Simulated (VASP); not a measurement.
# WSe2 (P6_3/mmc) in VASP: a series of runs

Runs on WSe2. Level: PBE. Tasks: single point.

Everything below comes from runs of VASP 6.6.1. Logs are shortened: lines on timing, memory, paths and dates and some standing lists are left out, and cuts for length are marked.

### 1 The cell of the first run

The structure is hexagonal, space group P6_3/mmc (No. 194). Conventional cell: a = 3.321 Å, b = 3.321 Å, c = 15.194 Å, α = 90.00°, β = 90.00°, γ = 120.00°. Within 3.4 Å of W (site symmetry -6m2) lie 6 Se at 2.55 Å and 6 W at 3.32 Å. Within 3.4 Å of Se (site symmetry 3m) lie 3 W at 2.55 Å and 7 Se at 3.32 to 3.36 Å.

### 2 Single point, PBE (uniaxial strain along c: +1.0 %, then relaxed in part)

INCAR

```
PREC = Accurate
ENCUT = 520
EDIFF = 1E-7
ISMEAR = 0
SIGMA = 0.02
LREAL = F
LASPH = T
NELM = 100
ALGO = Normal
ISIF = 2
LWAVE = F
LCHARG = F
GGA = PE
NBANDS = 35
```

KPOINTS

```
regular mesh
0
Gamma
  12 12 2
```

POSCAR

```
WSe2
1.0
    3.3208678969      0.0000000000      0.0000000000
   -1.6604339485      2.8759559613      0.0000000000
    0.0000000000      0.0000000000     15.1942653259
W Se
2 4
Direct
    0.6666666371      0.3333333629      0.7500000000
    0.3333333629      0.6666666371      0.2500000000
    0.3333333037      0.6666666963      0.8604496513
    0.6666666963      0.3333333037      0.3604496513
    0.3333333037      0.6666666963      0.6395503487
    0.6666666963      0.3333333037      0.1395503487
```

Potentials or basis: VASP PAW PBE potentials, release 64 (W_sv, Se).

Run with:

```bash
> cat potpaw_PBE.64/W_sv/POTCAR potpaw_PBE.64/Se/POTCAR > POTCAR
> mpirun -np 1 vasp_std > vasp.out
```

OUTCAR:

```text
PREC = Accurate
   ENCUT = 520
   EDIFF = 1E-7
   ISMEAR = 0
   LREAL = F
   LASPH = T
   NELM = 100
   ISIF = 2
   GGA = PE

 ion  position               nearest neighbor table
   1  0.667  0.333  0.750-   3 2.55   5 2.55   3 2.55   5 2.55   3 2.55   5 2.55
   2  0.333  0.667  0.250-   4 2.55   6 2.55   4 2.55   6 2.55   4 2.55   6 2.55
   3  0.333  0.667  0.860-   1 2.55   1 2.55   1 2.55
   4  0.667  0.333  0.360-   2 2.55   2 2.55   2 2.55
   5  0.333  0.667  0.640-   1 2.55   1 2.55   1 2.55
   6  0.667  0.333  0.140-   2 2.55   2 2.55   2 2.55

  LATTYP: Found a hexagonal cell.
 ALAT       =     3.3208678969
 C/A-ratio  =     4.5753898672

  Lattice vectors:

 A1 = (   3.3208678969,   0.0000000000,   0.0000000000)
 A2 = (  -1.6604339485,   2.8759559613,   0.0000000000)
 A3 = (   0.0000000000,   0.0000000000,  15.1942653259)

Analysis of symmetry for initial positions (statically):
=====================================================================
 Subroutine PRICEL returns:
 Original cell was already a primitive cell.

 Routine SETGRP: Setting up the symmetry group for a
 hexagonal supercell.

 Subroutine GETGRP returns: Found 24 space group operations
 (whereof 12 operations were pure point group operations)
 out of a pool of 24 trial point group operations.

The static configuration has the point symmetry D_3d.
 The point group associated with its full space group is D_6h.

Analysis of symmetry for dynamics (positions and initial velocities):
=====================================================================
 Subroutine PRICEL returns:
 Original cell was already a primitive cell.

 Routine SETGRP: Setting up the symmetry group for a
 hexagonal supercell.

 Subroutine GETGRP returns: Found 24 space group operations
 (whereof 12 operations were pure point group operations)
 out of a pool of 24 trial point group operations.

The dynamic configuration has the point symmetry D_3d.
 The point group associated with its full space group is D_6h.

 Subroutine INISYM returns: Found 24 space group operations
 (whereof 12 operations are pure point group operations),
 and found     1 'primitive' translations

----------------------------------------------------------------------------------------

                                     Primitive cell

  volume of cell :     145.1154

  direct lattice vectors                    reciprocal lattice vectors
     3.320867897  0.000000000  0.000000000     0.301126100  0.173855235  0.000000000
    -1.660433948  2.875955961  0.000000000     0.000000000  0.347710470  0.000000000
     0.000000000  0.000000000 15.194265326     0.000000000  0.000000000  0.065814304

  length of vectors
     3.320867897  3.320867897 15.194265326     0.347710470  0.347710470  0.065814304

  position of ions in fractional coordinates (direct lattice)
     0.666666637  0.333333363  0.750000000
     0.333333363  0.666666637  0.250000000
     0.333333304  0.666666696  0.860449651
     0.666666696  0.333333304  0.360449651
     0.333333304  0.666666696  0.639550349
     0.666666696  0.333333304  0.139550349

  ion indices of the primitive-cell ions
   primitive index   ion index
                 1           1
                 2           2
                 3           3
                 4           4
                 5           5
                 6           6

----------------------------------------------------------------------------------------

 KPOINTS: regular mesh

Automatic generation of k-mesh.
 Grid dimensions read from file:
 generate k-points for:   12   12    2

 Generating k-lattice:

  Cartesian coordinates                     Fractional coordinates (reciprocal lattice)
     0.025093842  0.014487936  0.000000000     0.083333333 -0.000000000  0.000000000
     0.000000000  0.028975873  0.000000000     0.000000000  0.083333333  0.000000000
     0.000000000  0.000000000  0.032907152     0.000000000  0.000000000  0.500000000

  Length of vectors
     0.028975873  0.028975873  0.032907152

  Shift w.r.t. Gamma in fractional coordinates (k-lattice)
     0.000000000  0.000000000  0.000000000

 Subroutine IBZKPT returns following result:
 ===========================================

 Found     38 irreducible k-points:

 Following reciprocal coordinates:
            Coordinates               Weight
  0.000000  0.000000  0.000000      1.000000
  0.083333  0.000000  0.000000      6.000000
  0.166667  0.000000  0.000000      6.000000
  0.250000  0.000000  0.000000      6.000000
  0.333333  0.000000  0.000000      6.000000
  0.416667 -0.000000  0.000000      6.000000
[... 16 lines left out ...]
  0.250000  0.000000  0.500000      6.000000
  0.333333  0.000000  0.500000      6.000000
 [... further k-points ...]
   k-points           NKPTS =     38   k-points in BZ     NKDIM =     38   number of bands    NBANDS=     35
   number of dos      NEDOS =    301   number of ions     NIONS =      6
   total plane-waves  NPLWV =  94080
   dimension x,y,z NGX =    28 NGY =   28 NGZ =  120
   dimension x,y,z NGXF=    56 NGYF=   56 NGZF=  240
   ions per type =               2   4
   NGX,Y,Z   is equivalent  to a cutoff of  14.02, 14.02, 13.13 a.u.
   NGXF,Y,Z  is equivalent  to a cutoff of  28.03, 28.03, 26.26 a.u.
 SYSTEM =  unknown system
   PREC   = accura    normal or accurate (medium, high low for compatibility)
   ISTART =      0    job   : 0-new  1-cont  2-samecut
   ICHARG =      2    charge: 1-file 2-atom 10-const
   ISPIN  =      1    spin polarized calculation?
   LNONCOLLINEAR =      F non collinear calculations
   LSORBIT =      F    spin-orbit coupling
   LASPH  =      T    aspherical Exc in radial PAW
   ENCUT  =  520.0 eV  38.22 Ry    6.18 a.u.   6.17  6.17 28.25*2*pi/ulx,y,z
   NELM   =    100;   NELMIN=  2; NELMDL= -5     # of ELM steps
   EDIFF  = 0.1E-06   stopping-criterion for ELM
   LREAL  =      F    real-space projection
   EDIFFG = 0.1E-05   stopping-criterion for IOM
   NSW    =      0    number of steps for IOM
   IBRION =     -1    ionic relax: 0-MD 1-quasi-New 2-CG
   NFREE  =      0    steps in history (QN), initial steepest desc. (CG)
   ISIF   =      2    stress and relaxation
   ISYM   =      2    0-nonsym 1-usesym 2-fastsym
   POTIM  = 0.5000    time-step for ionic-motion
   TEBEG  =    0.0;   TEEND  =   0.0 temperature during run
   PSTRESS=    0.0 pullay stress
   NELECT =      52.0000    total number of electrons
   NUPDOWN=      -1.0000    fix difference up-down
   EMIN   =  10.00;   EMAX   =-10.00  energy-range for DOS
   EFERMI =   0.00;   METHOD = LEGACY
   ISMEAR =     0;   SIGMA  =   0.02  broadening in eV -4-tet -1-fermi 0-gaus
   EFERMI_NEDOS =   21; number of points for ismear=-14 and -15
   IALGO  =     38    algorithm
   IMIX   =      4    mixing-type and parameters
     AMIX     =   0.40;   BMIX     =  1.00
     AMIX_MAG =   1.60;   BMIX_MAG =  1.00
  volume/ion in A,a.u.               =      24.19       163.21
  Fermi-wavevector in a.u.,A,eV,Ry     =   1.162799  2.197372 18.396468  1.352102
  Thomas-Fermi vector in A             =   2.299356
   LORBIT       =      0    0 simple, 1 ext, 2 COOP (PROOUT), +10 PAW based schemes
   GGA     = PE    functional components
   LHFCALC =     F    Hartree Fock is set to
   AEXX    =    0.0000 exact exchange contribution
   IVDW    =     0    specifies the selected vdW correction
   LEPSILON=     F    determine dielectric tensor
   LRPA    =     F    only Hartree local field effects (RPA)
 non-spin polarized calculation
 Gauss-broadening in eV      SIGMA  =   0.02
  energy-cutoff  :      520.00
  volume of cell :      145.12
 maximum number of plane-waves:      3944
 NGX is ok and might be reduce to    28
   NGX = 13   NGY = 13   NGZ = 57

 number of electron      51.9999999 magnetization

 Free energy of the ion-electron system (eV)
  ---------------------------------------------------
  ext. energy  EPLUGINS =         0.00000000
  ---------------------------------------------------
  free energy    TOTEN  =       -43.25647325 eV

  energy without entropy =      -43.25647325  energy(sigma->0) =      -43.25647325

 E-fermi :   4.4724     XC(G=0):  -9.5451

 val. band max:        4.1941722972   @ k =   0.3333   0.3333   0.0000
 cond. band min:       5.6645437226   @ k =   0.1667   0.1667   0.0000
 fundamental gap:      1.4703714254
 Fermi energy:         4.4724460087

 k-point     1 :       0.0000    0.0000    0.0000
  band No.  band energies     occupation
      1     -69.9094      2.00000
      2     -69.9094      2.00000
      3     -34.1282      2.00000
      4     -34.1282      2.00000
      5     -34.0267      2.00000
      6     -34.0267      2.00000
[... 27 lines left out ...]
     34       7.2481      0.00000
     35       8.4724      0.00000

 k-point     2 :       0.0833    0.0000    0.0000
  band No.  band energies     occupation
      1     -69.9088      2.00000
      2     -69.9088      2.00000
      3     -34.1255      2.00000
      4     -34.1255      2.00000
      5     -34.0409      2.00000
      6     -34.0409      2.00000
[... 27 lines left out ...]
     34       7.2523      0.00000
     35       9.0405      0.00000

 k-point     3 :       0.1667    0.0000    0.0000
  band No.  band energies     occupation
      1     -69.9072      2.00000
      2     -69.9072      2.00000
      3     -34.1183      2.00000
      4     -34.1183      2.00000
      5     -34.0792      2.00000
      6     -34.0792      2.00000
[... 27 lines left out ...]
     34       7.6580      0.00000
     35       9.7693      0.00000
[... 723 lines left out ...]
 k-point    23 :       0.2500    0.0000    0.5000
  band No.  band energies     occupation
      1     -69.9050      2.00000
      2     -69.9050      2.00000
      3     -34.1312      2.00000
      4     -34.1312      2.00000
      5     -34.1083      2.00000
      6     -34.1083      2.00000
[... 27 lines left out ...]
     34       8.0445      0.00000
     35      10.4271      0.00000

 k-point    24 :       0.3333    0.0000    0.5000
  band No.  band energies     occupation
      1     -69.9027      2.00000
      2     -69.9027      2.00000
      3     -34.1827      2.00000
      4     -34.1827      2.00000
      5     -34.0983      2.00000
      6     -34.0983      2.00000
[... 27 lines left out ...]
     34       8.3235      0.00000
     35      10.1026      0.00000

 [... further k-points ...]

------------------------ aborting loop because EDIFF is reached ----------------------------------------

  FORCE on cell =-STRESS in cart. coord.  units (eV):
  Direction    XX          YY          ZZ          XY          YZ          ZX
  --------------------------------------------------------------------------------------
  -------------------------------------------------------------------------------------
  Total        0.1892338      0.1892338      0.2810725     -0.0000000      0.0000000      0.0000000
  in kB        2.0892759      2.0892759      3.1032401     -0.0000000      0.0000000      0.0000000
  external PRESSURE =       2.4272640 kB  Pullay stress =       0.0000000 kB

 VOLUME and BASIS-vectors are now :
 -----------------------------------------------------------------------------
  energy-cutoff  :      520.00
  volume of cell :      145.12
      direct lattice vectors                 reciprocal lattice vectors
     3.320867897  0.000000000  0.000000000     0.301126100  0.173855235  0.000000000
    -1.660433948  2.875955961  0.000000000     0.000000000  0.347710470  0.000000000
     0.000000000  0.000000000 15.194265326     0.000000000  0.000000000  0.065814304

 POSITION                                       TOTAL-FORCE (eV/Angst)
 -----------------------------------------------------------------------------------
      1.66043      0.95865     11.39570        -0.000000      0.000000      0.000000
      0.00000      1.91730      3.79857         0.000000     -0.000000      0.000000
     -0.00000      1.91730     13.07390        -0.000000      0.000000      0.043569
      1.66043      0.95865      5.47677         0.000000      0.000000      0.043569
     -0.00000      1.91730      9.71750        -0.000000      0.000000     -0.043569
      1.66043      0.95865      2.12037         0.000000     -0.000000     -0.043569
 -----------------------------------------------------------------------------------
    total drift:                                0.000045     -0.000026      0.000064

  FREE ENERGIE OF THE ION-ELECTRON SYSTEM (eV)
  ---------------------------------------------------
  free  energy   TOTEN  =       -43.2564732526 eV

  energy  without entropy=      -43.2564732526  energy(sigma->0) =      -43.25647325
```

Run time: 7.1 min. Hardware: 1 thread of AMD EPYC 7R13, shared host; peak memory 0.38 GiB.

Results:

| Property | Result |
| --- | --- |
| Free energy | -43.2565 eV |
| Pressure | 0.2 GPa |
| Largest force | 0.044 eV/Å |
| Band gap on the k mesh | 1.47 eV (least direct gap 1.52 eV) |

Forces on the atoms (eV/Å):
```
W    0.000  0.000  0.000
W    0.000  0.000  0.000
Se   0.000  0.000  0.044
Se   0.000  0.000  0.044
Se   0.000  0.000 -0.044
Se   0.000  0.000 -0.044
```

Stress tensor (GPa, compression positive):
```
0.21 0.00 0.00
0.00 0.21 0.00
0.00 0.00 0.31
```

Levels at points of the mesh, in eV from the valence-band top:
| k point | band 22 | band 23 | band 24 | band 25 | band 26 | band 27 | band 28 | band 29 | band 30 | band 31 |
| --- | --- | --- | --- | --- | --- | --- | --- | --- | --- | --- |
| (0.00, 0.00, 0.00) | -1.26 | -1.25 | -1.25 | -0.56 | -0.09 | 2.87 | 2.87 | 2.88 | 2.88 | 3.03 |
| (0.50, 0.00, 0.00) | -2.13 | -1.01 | -1.00 | -0.98 | -0.96 | 2.32 | 2.33 | 2.64 | 2.74 | 3.44 |
| (0.00, 0.00, 0.50) | -1.26 | -1.26 | -1.26 | -0.27 | -0.27 | 2.87 | 2.87 | 2.87 | 2.87 | 3.04 |
| (0.50, 0.00, 0.50) | -2.15 | -1.00 | -1.00 | -0.97 | -0.97 | 2.32 | 2.32 | 2.69 | 2.69 | 3.62 |

Caveat: the cell differs from its parent crystal (uniaxial strain along c: +1.0 %, then relaxed in part); spin-orbit coupling is left out, which moves the levels of the heavy elements; this functional lacks dispersion, which binds layers or chains, so the pressure and a relaxed spacing across them are unreliable. A k mesh can miss the band edges.

### 3 Single point, PBE (equal strain along all axes, cell held: -3.0 %, then relaxed in part)

INCAR

```
PREC = Accurate ; ENCUT = 520
EDIFF = 1E-7 ; ISMEAR = 0
SIGMA = 0.02 ; LREAL = F
LASPH = T ; NELM = 100
ALGO = Normal ; ISIF = 2
LWAVE = F ; LCHARG = T
GGA = PE ; LELF = T
LVHAR = T ; NBANDS = 35
```

KPOINTS

```
Automatic mesh
0
Gamma
  12 12 2
```

POSCAR

```
WSe2
1.0
    3.2213570789      0.0000000000      0.0000000000
   -1.6106785395      2.7897770650      0.0000000000
    0.0000000000      0.0000000000     14.5925062743
W Se
2 4
Direct
    0.6666666667      0.3333333333      0.7500000000
    0.3333333333      0.6666666667      0.2500000000
    0.3333333333      0.6666666667      0.8675783640
    0.6666666667      0.3333333333      0.3675783640
    0.3333333333      0.6666666667      0.6324216360
    0.6666666667      0.3333333333      0.1324216360
```

Potentials or basis: VASP PAW PBE potentials, release 64 (W_sv, Se).

Run with:

```bash
> cat potpaw_PBE.64/W_sv/POTCAR potpaw_PBE.64/Se/POTCAR > POTCAR
> mpirun -np 1 vasp_std > vasp.out
```

It took 93 s on 1 thread of Intel Xeon 6975P-C (Granite Rapids), shared host; peak memory 0.32 GiB.

The run converged. Its results:

```
Free energy            : -43.0822 eV
Pressure               : 4.9 GPa
Largest force          : 0.049 eV/Å
Band gap on the k mesh : 1.20 eV (least direct gap 1.92 eV)
```

Forces in eV/Å, atoms in the order of the input:
```
W    0.000  0.000  0.000
W    0.000  0.000  0.000
Se   0.000  0.000  0.049
Se   0.000  0.000  0.049
Se   0.000  0.000 -0.049
Se   0.000  0.000 -0.049
```

Stress tensor (GPa, compression positive):
```
6.96 0.00 0.00
0.00 6.96 0.00
0.00 0.00 0.64
```

Levels at points of the mesh, in eV from the valence-band top:
```
           k point  band 24  band 25  band 26  band 27  band 28  band 29
(0.00, 0.00, 0.00)    -0.99    -0.99    -0.35     3.12     3.12     3.13
(0.50, 0.00, 0.00)    -1.14    -0.74    -0.69     2.69     2.71     2.72
(0.00, 0.00, 0.50)    -0.99    -0.59    -0.59     3.12     3.12     3.12
(0.50, 0.00, 0.50)    -1.14    -0.71    -0.71     2.71     2.71     2.82
```

Caveat: the cell differs from its parent crystal (equal strain along all axes, cell held: -3.0 %, then relaxed in part); the stress differs along the axes, from 1 to 7 GPa; spin-orbit coupling is left out, which moves the levels of the heavy elements; this functional lacks dispersion, which binds layers or chains, so the pressure and a relaxed spacing across them are unreliable. A k mesh can miss the band edges.
